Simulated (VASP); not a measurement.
Write the native input for VASP 6.6.1 that does the following.

- Task: single point
- Functional: PBE
- Potentials or basis: VASP PAW PBE potentials, release 64 (Be, H)
- Cutoff: 520 eV
- k mesh: 6 × 6 × 6
- Occupations: gaussian, width 0.1 eV
- Spin: no spin polarisation
- Dipole correction: no
- Further INCAR settings: ALGO = Normal; EDIFF = 1e-06; NBANDS = 10

The structure of BeH3 lies in POSCAR:

```
BeH3
1.0
    2.5700431603      0.0000000000      0.0000000000
    0.0000000000      2.5700431603      0.0000000000
    0.0000000000      0.0000000000      2.5700431603
Be H
1 3
Direct
    0.0000000000      0.0000000000      0.0000000000
    0.0000000000      0.5000000000      0.5000000000
    0.5000000000      0.0000000000      0.5000000000
    0.5000000000      0.5000000000      0.0000000000
```

The input as run:

INCAR

```
SYSTEM = BeH3
PREC = Accurate ; ENCUT = 520
EDIFF = 1E-6 ; ISMEAR = 0
SIGMA = 0.1 ; LREAL = .False.
LASPH = .True. ; NELM = 60
ALGO = Normal ; ISIF = 2
LWAVE = .False. ; LCHARG = .False.
GGA = PE ; NBANDS = 10
```

KPOINTS

```
Automatic mesh
0
Gamma
  6 6 6
  0 0 0
```

Potentials or basis: VASP PAW PBE potentials, release 64 (Be, H).

Command:

```bash
$ cat potpaw_PBE.64/Be/POTCAR potpaw_PBE.64/H/POTCAR > POTCAR
$ mpirun -np 1 vasp_std > vasp.out
```

Results of the run:

```
Pressure : -0.4 GPa
```

Caveat: the k points lie up to 0.41 Å⁻¹ apart.

Run time: 8 s on 1 thread of AMD EPYC 7R13, on a shared host, peak memory 0.09 GiB.
